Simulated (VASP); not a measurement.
# ZnSe2 in VASP: further runs

The runs below take ZnSe2 through relaxation of cell and atoms, single point, with PBEsol.

All numbers are computed with VASP 6.6.1; they aren't measurements. Logs are shortened: lines on timing, memory, paths and dates and some standing lists are left out, and cuts for length are marked.

**1. The cell of the first run**

Symmetry: Pa-3, No. 205, cubic system. The conventional cell has a = 6.003 Å, b = 6.003 Å, c = 6.003 Å, α = 90.00°, β = 90.00°, γ = 90.00°. Within 3.3 Å of Zn (site symmetry -3) lie 6 Se at 2.52 Å. Se (site symmetry 3) has 1 Se at 2.32 Å and 3 Zn at 2.52 Å within 3.1 Å.

**2. Relaxation of cell and atoms, PBEsol, target pressure 10 GPa, at which the enthalpy is minimised**

The input, INCAR:

```
SYSTEM = ZnSe2
PREC = Accurate
ENCUT = 500
EDIFF = 1E-7
ISMEAR = 0
SIGMA = 0.02
LREAL = .False.
LASPH = .True.
NELM = 120
ALGO = Normal
ISIF = 3
LWAVE = .False.
LCHARG = .False.
GGA = PS
IBRION = 2
NSW = 70
EDIFFG = -0.008
PSTRESS = 100.0
GGA_COMPAT = .False.
NELMIN = 4
```

The input, KPOINTS:

```
regular mesh
0
Gamma
  4 4 4
  0 0 0
```

The input, POSCAR:

```
ZnSe2
1.0
    6.0031324276      0.0000000000      0.0000000000
    0.0000000000      6.0031324276      0.0000000000
    0.0000000000      0.0000000000      6.0031324276
Zn Se
4 8
Direct
    0.5000000000      0.5000000000      0.0000000000
    0.5000000000      0.0000000000      0.5000000000
    0.0000000000      0.5000000000      0.5000000000
    0.0000000000      0.0000000000      0.0000000000
    0.1114748244      0.8885251756      0.3885251756
    0.8885251756      0.3885251756      0.1114748244
    0.3885251756      0.1114748244      0.8885251756
    0.6114748244      0.6114748244      0.6114748244
    0.8885251756      0.1114748244      0.6114748244
    0.1114748244      0.6114748244      0.8885251756
    0.6114748244      0.8885251756      0.1114748244
    0.3885251756      0.3885251756      0.3885251756
```

Potentials or basis: VASP PAW PBE potentials, release 64 (Zn, Se).

Run with:

```
$ cat potpaw_PBE.64/Zn/POTCAR potpaw_PBE.64/Se/POTCAR > POTCAR
$ mpirun -np 1 vasp_std > vasp.out
```

OUTCAR:

```text
SYSTEM = ZnSe2
   PREC = Accurate
   ENCUT = 500
   EDIFF = 1E-7
   ISMEAR = 0
   LREAL = .False.
   LASPH = .True.
   NELM = 120
   ISIF = 3
   GGA = PS
   IBRION = 2
   NSW = 70
   EDIFFG = -0.008
   PSTRESS = 100.0
   NELMIN = 4

 ion  position               nearest neighbor table
   1  0.500  0.500  0.000-   6 2.52   7 2.52   8 2.52  10 2.52  11 2.52  12 2.52
   2  0.500  0.000  0.500-   5 2.52   7 2.52   8 2.52   9 2.52  11 2.52  12 2.52
   3  0.000  0.500  0.500-   5 2.52   6 2.52   8 2.52   9 2.52  10 2.52  12 2.52
   4  0.000  0.000  0.000-   5 2.52   6 2.52   7 2.52   9 2.52  10 2.52  11 2.52
   5  0.111  0.889  0.389-   9 2.32   3 2.52   4 2.52   2 2.52
   6  0.889  0.389  0.111-  10 2.32   3 2.52   4 2.52   1 2.52
   7  0.389  0.111  0.889-  11 2.32   2 2.52   4 2.52   1 2.52
   8  0.611  0.611  0.611-  12 2.32   2 2.52   3 2.52   1 2.52
   9  0.889  0.111  0.611-   5 2.32   3 2.52   4 2.52   2 2.52
  10  0.111  0.611  0.889-   6 2.32   3 2.52   4 2.52   1 2.52
  11  0.611  0.889  0.111-   7 2.32   2 2.52   4 2.52   1 2.52
  12  0.389  0.389  0.389-   8 2.32   2 2.52   3 2.52   1 2.52

  LATTYP: Found a simple cubic cell.
 ALAT       =     6.0031324276

  Lattice vectors:

 A1 = (   6.0031324276,   0.0000000000,   0.0000000000)
 A2 = (   0.0000000000,   6.0031324276,   0.0000000000)
 A3 = (   0.0000000000,   0.0000000000,   6.0031324276)

Analysis of symmetry for initial positions (statically):
=====================================================================
 Subroutine PRICEL returns:
 Original cell was already a primitive cell.

 Routine SETGRP: Setting up the symmetry group for a
 simple cubic supercell.

 Subroutine GETGRP returns: Found 24 space group operations
 (whereof  6 operations were pure point group operations)
 out of a pool of 48 trial point group operations.

The static configuration has the point symmetry S_6 .
 The point group associated with its full space group is T_h .

Analysis of symmetry for dynamics (positions and initial velocities):
=====================================================================
 Subroutine PRICEL returns:
 Original cell was already a primitive cell.

 Routine SETGRP: Setting up the symmetry group for a
 simple cubic supercell.

 Subroutine GETGRP returns: Found 24 space group operations
 (whereof  6 operations were pure point group operations)
 out of a pool of 48 trial point group operations.

The dynamic configuration has the point symmetry S_6 .
 The point group associated with its full space group is T_h .

 Subroutine INISYM returns: Found 24 space group operations
 (whereof  6 operations are pure point group operations),
 and found     1 'primitive' translations

----------------------------------------------------------------------------------------

                                     Primitive cell

  volume of cell :     216.3385

  direct lattice vectors                    reciprocal lattice vectors
     6.003132428  0.000000000  0.000000000     0.166579700  0.000000000  0.000000000
     0.000000000  6.003132428  0.000000000     0.000000000  0.166579700  0.000000000
     0.000000000  0.000000000  6.003132428     0.000000000  0.000000000  0.166579700

  length of vectors
     6.003132428  6.003132428  6.003132428     0.166579700  0.166579700  0.166579700

  position of ions in fractional coordinates (direct lattice)
     0.500000000  0.500000000  0.000000000
     0.500000000  0.000000000  0.500000000
     0.000000000  0.500000000  0.500000000
     0.000000000  0.000000000  0.000000000
     0.111474824  0.888525176  0.388525176
     0.888525176  0.388525176  0.111474824
     0.388525176  0.111474824  0.888525176
     0.611474824  0.611474824  0.611474824
     0.888525176  0.111474824  0.611474824
     0.111474824  0.611474824  0.888525176
     0.611474824  0.888525176  0.111474824
     0.388525176  0.388525176  0.388525176

  ion indices of the primitive-cell ions
   primitive index   ion index
                 1           1
                 2           2
                 3           3
                 4           4
                 5           5
                 6           6
                 7           7
                 8           8
                 9           9
                10          10
                11          11
                12          12

----------------------------------------------------------------------------------------

 KPOINTS: regular mesh

Automatic generation of k-mesh.
 Grid dimensions read from file:
 generate k-points for:    4    4    4

 Generating k-lattice:

  Cartesian coordinates                     Fractional coordinates (reciprocal lattice)
     0.041644925  0.000000000  0.000000000     0.250000000  0.000000000  0.000000000
     0.000000000  0.041644925  0.000000000     0.000000000  0.250000000  0.000000000
     0.000000000  0.000000000  0.041644925     0.000000000  0.000000000  0.250000000

  Length of vectors
     0.041644925  0.041644925  0.041644925

  Shift w.r.t. Gamma in fractional coordinates (k-lattice)
     0.000000000  0.000000000  0.000000000

 Subroutine IBZKPT returns following result:
 ===========================================

 Found     11 irreducible k-points:

 Following reciprocal coordinates:
            Coordinates               Weight
  0.000000  0.000000  0.000000      1.000000
  0.250000  0.000000  0.000000      6.000000
  0.500000  0.000000  0.000000      3.000000
  0.250000  0.250000  0.000000     12.000000
  0.500000  0.250000  0.000000      6.000000
 -0.250000  0.500000  0.000000      6.000000
  0.500000  0.500000  0.000000      3.000000
  0.250000  0.250000  0.250000      8.000000
  0.500000  0.250000  0.250000     12.000000
  0.500000  0.500000  0.250000      6.000000
  0.500000  0.500000  0.500000      1.000000
   k-points           NKPTS =     11   k-points in BZ     NKDIM =     11   number of bands    NBANDS=     57
   number of dos      NEDOS =    301   number of ions     NIONS =     12
   total plane-waves  NPLWV = 110592
   dimension x,y,z NGX =    48 NGY =   48 NGZ =   48
   dimension x,y,z NGXF=    96 NGYF=   96 NGZF=   96
   ions per type =               4   8
   NGX,Y,Z   is equivalent  to a cutoff of  13.29, 13.29, 13.29 a.u.
   NGXF,Y,Z  is equivalent  to a cutoff of  26.59, 26.59, 26.59 a.u.
 SYSTEM =  ZnSe2
   PREC   = accura    normal or accurate (medium, high low for compatibility)
   ISTART =      0    job   : 0-new  1-cont  2-samecut
   ICHARG =      2    charge: 1-file 2-atom 10-const
   ISPIN  =      1    spin polarized calculation?
   LNONCOLLINEAR =      F non collinear calculations
   LSORBIT =      F    spin-orbit coupling
   LASPH  =      T    aspherical Exc in radial PAW
   ENCUT  =  500.0 eV  36.75 Ry    6.06 a.u.  10.95 10.95 10.95*2*pi/ulx,y,z
   NELM   =    120;   NELMIN=  4; NELMDL= -5     # of ELM steps
   EDIFF  = 0.1E-06   stopping-criterion for ELM
   LREAL  =      F    real-space projection
   EDIFFG = -.8E-02   stopping-criterion for IOM
   NSW    =     70    number of steps for IOM
   IBRION =      2    ionic relax: 0-MD 1-quasi-New 2-CG
   NFREE  =      1    steps in history (QN), initial steepest desc. (CG)
   ISIF   =      3    stress and relaxation
   ISYM   =      2    0-nonsym 1-usesym 2-fastsym
   POTIM  = 0.5000    time-step for ionic-motion
   TEBEG  =    0.0;   TEEND  =   0.0 temperature during run
   PSTRESS=  100.0 pullay stress
   NELECT =      96.0000    total number of electrons
   NUPDOWN=      -1.0000    fix difference up-down
   EMIN   =  10.00;   EMAX   =-10.00  energy-range for DOS
   EFERMI =   0.00;   METHOD = LEGACY
   ISMEAR =     0;   SIGMA  =   0.02  broadening in eV -4-tet -1-fermi 0-gaus
   EFERMI_NEDOS =   21; number of points for ismear=-14 and -15
   IALGO  =     38    algorithm
   IMIX   =      4    mixing-type and parameters
     AMIX     =   0.40;   BMIX     =  1.00
     AMIX_MAG =   1.60;   BMIX_MAG =  1.00
  volume/ion in A,a.u.               =      18.03       121.66
  Fermi-wavevector in a.u.,A,eV,Ry     =   1.248688  2.359678 21.214504  1.559222
  Thomas-Fermi vector in A             =   2.382763
   LORBIT       =      0    0 simple, 1 ext, 2 COOP (PROOUT), +10 PAW based schemes
   GGA     = PS    functional components
   LHFCALC =     F    Hartree Fock is set to
   AEXX    =    0.0000 exact exchange contribution
   IVDW    =     0    specifies the selected vdW correction
   LEPSILON=     F    determine dielectric tensor
   LRPA    =     F    only Hartree local field effects (RPA)
 conjugate gradient relaxation of ions
 non-spin polarized calculation
 Gauss-broadening in eV      SIGMA  =   0.02
  energy-cutoff  :      500.00
  volume of cell :      216.34
 maximum number of plane-waves:      5520
 NGX is ok and might be reduce to    48
   NGX = 21   NGY = 21   NGZ = 21

--------------------------------------- Ionic step        1  -------------------------------------------

 number of electron      96.0000102 magnetization

 Free energy of the ion-electron system (eV)
  ---------------------------------------------------
  ext. energy  EPLUGINS =         0.00000000
  ---------------------------------------------------
  free energy    TOTEN  =       -40.38430325 eV

  energy without entropy =      -40.38430325  energy(sigma->0) =      -40.38430325

 E-fermi :   5.4984     XC(G=0): -10.9266

 val. band max:        5.3895107930   @ k =   0.0000   0.0000   0.0000
 cond. band min:       5.8572191210   @ k =   0.0000   0.0000   0.0000
 fundamental gap:      0.4677083279
 Fermi energy:         5.4983832197

 k-point     1 :       0.0000    0.0000    0.0000
  band No.  band energies     occupation
      1     -11.2805      2.00000
      2      -9.7655      2.00000
      3      -9.7655      2.00000
      4      -9.7655      2.00000
      5      -7.4564      2.00000
      6      -7.4564      2.00000
[... 784 lines left out ...]
  FREE ENERGIE OF THE ION-ELECTRON SYSTEM (eV)
  ---------------------------------------------------
  free  energy   TOTEN  =       -40.5466940906 eV

  energy  without entropy=      -40.5466940906  energy(sigma->0) =      -40.54669409

  enthalpy is  TOTEN    =       -26.9008566353 eV   P V=       13.6458374554

--------------------------------------- Ionic step        4  -------------------------------------------

 number of electron      96.0000098 magnetization

 Free energy of the ion-electron system (eV)
  ---------------------------------------------------
  ext. energy  EPLUGINS =         0.00000000
  ---------------------------------------------------
  free energy    TOTEN  =       -40.49835042 eV

  energy without entropy =      -40.49835042  energy(sigma->0) =      -40.49835042

 E-fermi :   5.4329     XC(G=0): -10.8981

 val. band max:        5.2842150106   @ k =   0.0000   0.0000   0.0000
 cond. band min:       5.6658969757   @ k =   0.0000   0.0000   0.0000
 fundamental gap:      0.3816819650
 Fermi energy:         5.4328744110

 k-point     1 :       0.0000    0.0000    0.0000
  band No.  band energies     occupation
      1     -11.2446      2.00000
      2      -9.7078      2.00000
      3      -9.7078      2.00000
      4      -9.7078      2.00000
      5      -7.5552      2.00000
      6      -7.5552      2.00000
[... 672 lines left out ...]
 -----------------------------------------------------------------------------------
      3.00843      3.00843      0.00000         0.000000     -0.000000      0.000000
      3.00843     -0.00000      3.00843         0.000000     -0.000000      0.000000
      0.00000      3.00843      3.00843         0.000000     -0.000000      0.000000
      0.00000      0.00000      0.00000         0.000000      0.000000      0.000000
      0.67768      5.33917      2.33074         0.002634     -0.002634     -0.002634
      5.33917      2.33074      0.67768        -0.002634     -0.002634      0.002634
      2.33074      0.67768      5.33917        -0.002634      0.002634     -0.002634
      3.68611      3.68611      3.68611         0.002634      0.002634      0.002634
      5.33917      0.67768      3.68611        -0.002634      0.002634      0.002634
      0.67768      3.68611      5.33917         0.002634      0.002634     -0.002634
      3.68611      5.33917      0.67768         0.002634     -0.002634      0.002634
      2.33074      2.33074      2.33074        -0.002634     -0.002634     -0.002634
 -----------------------------------------------------------------------------------
    total drift:                               -0.000000      0.000000     -0.000000

  FREE ENERGIE OF THE ION-ELECTRON SYSTEM (eV)
  ---------------------------------------------------
  free  energy   TOTEN  =       -40.4983504236 eV

  energy  without entropy=      -40.4983504236  energy(sigma->0) =      -40.49835042

  enthalpy is  TOTEN    =       -26.9027492012 eV   P V=       13.5956012224

 reached required accuracy - stopping structural energy minimisation
```

Wall time 16 min (1 thread of Intel Xeon Platinum 8259CL at 2.50GHz (Skylake/Cascade Lake), shared host); peak memory 0.37 GiB.

What came out:

- Free energy: -40.4984 eV
- Relaxed volume: 18.15 Å³/atom
- Relaxed cell: a = 6.017 Å, b = 6.017 Å, c = 6.017 Å, α = 90.00°, β = 90.00°, γ = 90.00°
- Space group after relaxing (to 0.1 Å): Pa-3 (No. 205)
- Energy change on relaxing (the run minimises the enthalpy): -9.5 meV/atom
- Ionic steps: 4
- Pressure after relaxing: 10.0 GPa
- Largest force after relaxing: 0.005 eV/Å
- Band gap on the k mesh: 0.38 eV

Forces in eV/Å, atoms in the order of the input:
```
Zn   0.000  0.000  0.000
Zn   0.000  0.000  0.000
Zn   0.000  0.000  0.000
Zn   0.000  0.000  0.000
Se   0.003 -0.003 -0.003
Se  -0.003 -0.003  0.003
Se  -0.003  0.003 -0.003
Se   0.003  0.003  0.003
Se  -0.003  0.003  0.003
Se   0.003  0.003 -0.003
Se   0.003 -0.003  0.003
Se  -0.003 -0.003 -0.003
```

The path:
| step | energy change (eV) | largest force (eV/Å) | pressure (GPa) | volume (Å³) |
| --- | --- | --- | --- | --- |
| 1 | 0.0000 | 0.3262 | 11.24 | 216.34 |
| 2 | -0.2788 | 0.1403 | 8.34 | 220.74 |
| 3 | -0.1624 | 0.0690 | 9.69 | 218.63 |
| 4 | -0.1140 | 0.0046 | 10.01 | 217.83 |

Final structure:
```xyz
12
Lattice="6.0169 0.0000 0.0000 0.0000 6.0169 0.0000 0.0000 0.0000 6.0169" Properties=species:S:1:pos:R:3 pbc="T T T"
Zn    3.0084    3.0084    0.0000
Zn    3.0084    0.0000    3.0084
Zn    0.0000    3.0084    3.0084
Zn    0.0000    0.0000    0.0000
Se    0.6777    5.3392    2.3307
Se    5.3392    2.3307    0.6777
Se    2.3307    0.6777    5.3392
Se    3.6861    3.6861    3.6861
Se    5.3392    0.6777    3.6861
Se    0.6777    3.6861    5.3392
Se    3.6861    5.3392    0.6777
Se    2.3307    2.3307    2.3307
```

Caveat: the cell is relaxed towards a set pressure, so the run minimises the enthalpy, not the energy; the PAW data sets were made with another functional, which shifts forces and pressure a little. A k mesh can miss the band edges.

(Continued in part 2 of 3.)
